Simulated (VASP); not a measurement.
Here is a VASP 6.6.1 calculation.

The input INCAR:

```
  PREC = Accurate
  ENCUT = 600
  EDIFF = 1E-7
  ISMEAR = -1
  SIGMA = 0.1
  LREAL = F
  LASPH = T
  NELM = 60
  ALGO = Normal
  ISIF = 3
  LWAVE = F
  LCHARG = F
  GGA = PS
  IBRION = 2
  NSW = 100
  EDIFFG = -0.002
  PSTRESS = 40.0
```

The input KPOINTS:

```
Automatic mesh
0
Gamma
  20 20 12
```

Contents of POSCAR:

```
Ru
1.0
    2.6917162925      0.0000000000      0.0000000000
   -1.3458581462      2.3310946891      0.0000000000
    0.0000000000      0.0000000000      4.2477627804
Ru
2
Direct
    0.3333333333      0.6666666667      0.2500000000
    0.6666666667      0.3333333333      0.7500000000
```

Potentials or basis: VASP PAW PBE potentials, release 64 (Ru_pv).

Run with:

```bash
$ cat potpaw_PBE.64/Ru_pv/POTCAR > POTCAR
$ mpirun -np 1 vasp_std > vasp.out
```

Q: What does it give for the band gap on the k mesh?

A: Zero (bands 14 and 15 overlap by 3.41 eV).

Q: Estimate the relaxed volume.

A: 13.18 Å³/atom.

Q: Predict the relaxed cell.

A: a = 2.681 Å, b = 2.681 Å, c = 4.233 Å, α = 90.00°, β = 90.00°, γ = 120.00°.

Q: Predict the space group after relaxing (to 0.1 Å).

A: P6_3/mmc (No. 194).

Final structure:
```yaml
crystal:
  lattice:
    - [2.68103, 0.00000, 0.00000]
    - [-1.34051, 2.32184, 0.00000]
    - [0.00000, 0.00000, 4.23320]
  atoms:
    - { symbol: Ru, position: [0.33333, 0.66667, 0.25000] }
    - { symbol: Ru, position: [0.66667, 0.33333, 0.75000] }
```

Caveat: the cell is relaxed towards a set pressure, so the run minimises the enthalpy, not the energy; the PAW data sets were made with another functional, which shifts forces and pressure a little.
